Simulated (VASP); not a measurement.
Here is a VASP 6.6.1 calculation.

Contents of INCAR:

```
  PREC = Accurate
  ENCUT = 520
  EDIFF = 1E-7
  ISMEAR = 1
  SIGMA = 0.167
  LREAL = False
  LASPH = True
  NELM = 100
  ALGO = Normal
  ISIF = 2
  LWAVE = False
  LCHARG = False
  GGA = PS
  NBANDS = 35
```

File KPOINTS:

```
regular mesh
0
Gamma
  12 12 4
```

Contents of POSCAR:

```
MoS2
1.0
    3.0273864873      0.0000000000      0.0000000000
   -1.5136932437      2.6217936051      0.0000000000
    0.0000000000      0.0000000000     12.5621402292
Mo S
2 4
Direct
    0.3333333333      0.6666666667      0.2500000000
    0.6666666667      0.3333333333      0.7500000000
    0.3333333333      0.6666666667      0.6259932117
    0.6666666667      0.3333333333      0.1259932117
    0.3333333333      0.6666666667      0.8740067883
    0.6666666667      0.3333333333      0.3740067883
```

Potentials or basis: VASP PAW PBE potentials, release 64 (Mo_sv, S).

Command:

```console
$ cat potpaw_PBE.64/Mo_sv/POTCAR potpaw_PBE.64/S/POTCAR > POTCAR
$ mpirun -np 1 vasp_std > vasp.out
```

Question: Estimate the largest force.

Answer: 0.896 eV/Å.

Question: What does it give for the band gap on the k mesh?

Answer: 1.12 eV (least direct gap 2.15 eV).

Question: What does it give for the pressure?

Answer: 13.1 GPa.

Forces on the atoms (eV/Å):
```
Mo   0.000  0.000  0.000
Mo   0.000  0.000  0.000
S    0.000  0.000 -0.896
S    0.000  0.000 -0.896
S    0.000  0.000  0.896
S    0.000  0.000  0.896
```

Caveat: the cell stands under pressure; the PAW data sets were made with another functional, which shifts forces and pressure a little; this functional lacks dispersion, which binds the layers, so the pressure and a relaxed spacing across them are unreliable. A k mesh can miss the band edges.
